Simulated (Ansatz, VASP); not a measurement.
# TiAl6Ni5: VASP beside Ansatz

```
Ti Al Ni
1.0
     4.06626    0.00000    0.00000
     0.00000    4.06626    0.00000
     0.00000    0.00000    9.34079
Ti Al Ni
1 6 5
Direct
  0.50000 0.50000 0.50000
  0.00000 0.50000 0.00000
  0.50000 0.00000 0.00000
  0.00000 0.50000 0.31330
  0.50000 0.00000 0.31330
  0.00000 0.50000 0.68670
  0.50000 0.00000 0.68670
  0.50000 0.50000 0.16152
  0.00000 0.00000 0.15141
  0.00000 0.00000 0.50000
  0.50000 0.50000 0.83848
  0.00000 0.00000 0.84859
```

Alike in both runs: functional PBE; k mesh 10 × 10 × 4; occupations fermi-dirac, width 0.15 eV; no spin polarisation.

Ansatz relaxed the structure, and its values are those at the end. VASP's run is a single point on that final structure, the one shown.

|  | VASP | Ansatz |
| --- | --- | --- |
| version | VASP 6.6.1 | Ansatz 0.2.0 |
| potentials or method | VASP PAW PBE potentials, release 64 (Ti_sv, Al, Ni), cutoff 520 eV | scalar-relativistic, plane waves, PAW |
| valence electrons in the cell | 80 | 120 |

```tsv
	VASP	Ansatz	Ansatz less VASP
gap on the k mesh at the Fermi level (eV)	none	none	-
pressure (GPa)	0.0	0.0	-0.05
```

A gap of «none» marks a metal or a gap that the smearing closes. VASP's potentials hold 80 valence electrons a cell and Ansatz's 120, so a difference there can come from the potentials and not from the codes.
